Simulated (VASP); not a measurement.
## BaS: single point with PBE

The system is BaS.

```xyz
2
Lattice="0.0000 3.2148 3.2148 3.2148 0.0000 3.2148 3.2148 3.2148 0.0000" Properties=species:S:1:pos:R:3 pbc="T T T"
Ba    0.0000    0.0000    0.0000
S     3.2148    3.2148    3.2148
```

```yaml
Program: VASP 6.6.1
Task: single point
Functional: PBE
Potentials_or_basis: VASP PAW PBE potentials, release 64 (Ba_sv, S)
Cutoff: 520 eV
k_mesh: 6 × 6 × 6
Occupations: fermi-dirac, width 0.02 eV
Spin: no spin polarisation
```

```json
{"Pressure": "0.5 GPa", "Band gap on the k mesh": "2.14 eV, indirect (least direct gap 2.29 eV)"}
```

Levels at points of the mesh, in eV from the valence-band top:
```tsv
k point	band 4	band 5	band 6	band 7	band 8	band 9	band 10	band 11	band 12	band 13
(0.00, 0.00, 0.00)	-11.20	-10.33	0.00	0.00	0.00	3.50	3.87	3.87	3.87	4.77
(0.50, 0.00, 0.00)	-11.23	-9.18	-1.89	-1.05	-1.05	5.47	5.63	6.23	6.23	8.78
(0.50, 0.50, 0.00)	-11.37	-10.24	-0.54	-0.15	-0.15	2.14	5.88	5.91	7.39	7.39
```

Wall time 41 s on 1 thread of AMD EPYC 7R13 (shared host), peak memory 0.17 GiB.

Caveat: spin-orbit coupling is left out, which moves the levels of the heavy elements. A k mesh can miss the band edges.
